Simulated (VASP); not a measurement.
# V: relaxation of cell and atoms with PBE

Crystal: V.

```
CELL_PARAMETERS angstrom
0.00000 1.97242 1.97242
1.97242 0.00000 1.97242
1.97242 1.97242 0.00000
ATOMIC_POSITIONS crystal
V 0.00000 0.00000 0.00000
```

```json
{
  "Program": "VASP 6.6.1",
  "Task": "relaxation of cell and atoms",
  "Functional": "PBE",
  "Potentials or basis": "VASP PAW PBE potentials, release 64 (V_sv)",
  "Cutoff": "600 eV",
  "k mesh": "8 × 8 × 8",
  "Occupations": "gaussian, width 0.1 eV",
  "Spin": "no spin polarisation",
  "Dipole correction": "no",
  "Further INCAR settings": "ALGO = Normal; EDIFF = 1e-06; IBRION = 2; EDIFFG = -0.0325; NSW = 90; ISIF = 3"
}
```

```yaml
Relaxed_volume: 13.97 Å³/atom
Relaxed_cell: a = 2.703 Å, b = 2.703 Å, c = 2.703 Å, α = 60.00°, β = 60.00°, γ = 60.00°
Space_group_after_relaxing_to_0.05_Å: Fm-3m (No. 225)
Energy_gained_by_relaxing: 66.2 meV/atom
Ionic_steps: 3
Pressure_after_relaxing: -0.4 GPa
```

Step by step:
```
step  energy change (eV)  largest force (eV/Å)  pressure (GPa)  volume (Å³)
   1              0.0000                0.0000          -13.90        15.35
   2              0.0189                0.0000           21.54        12.58
   3             -0.0662                0.0000           -0.35        13.97
```

Final structure:
```xyz
1
Lattice="0.0000 1.9115 1.9115 1.9115 0.0000 1.9115 1.9115 1.9115 0.0000" Properties=species:S:1:pos:R:3 pbc="T T T"
V     0.0000    0.0000    0.0000
```

Levels at points of the mesh, in eV from the Fermi level:
| k point | band 2 | band 3 | band 4 | band 5 | band 6 | band 7 | band 8 | band 9 | band 10 |
| --- | --- | --- | --- | --- | --- | --- | --- | --- | --- |
| (0.00, 0.00, 0.00) | -37.47 | -37.47 | -37.47 | -6.82 | 0.15 | 0.15 | 0.15 | 1.87 | 1.87 |
| (0.50, 0.00, 0.00) | -38.26 | -37.57 | -37.57 | -3.31 | 0.03 | 0.03 | 0.77 | 3.02 | 3.02 |
| (0.50, 0.50, 0.00) | -38.21 | -37.75 | -37.75 | -3.44 | -2.60 | 3.01 | 3.32 | 3.32 | 3.35 |

It took 13 s on 1 thread of Intel(R) Xeon(R) Platinum 8259CL CPU @ 2.50GHz (Skylake/Cascade Lake), on a shared host, peak memory 0.14 GiB.
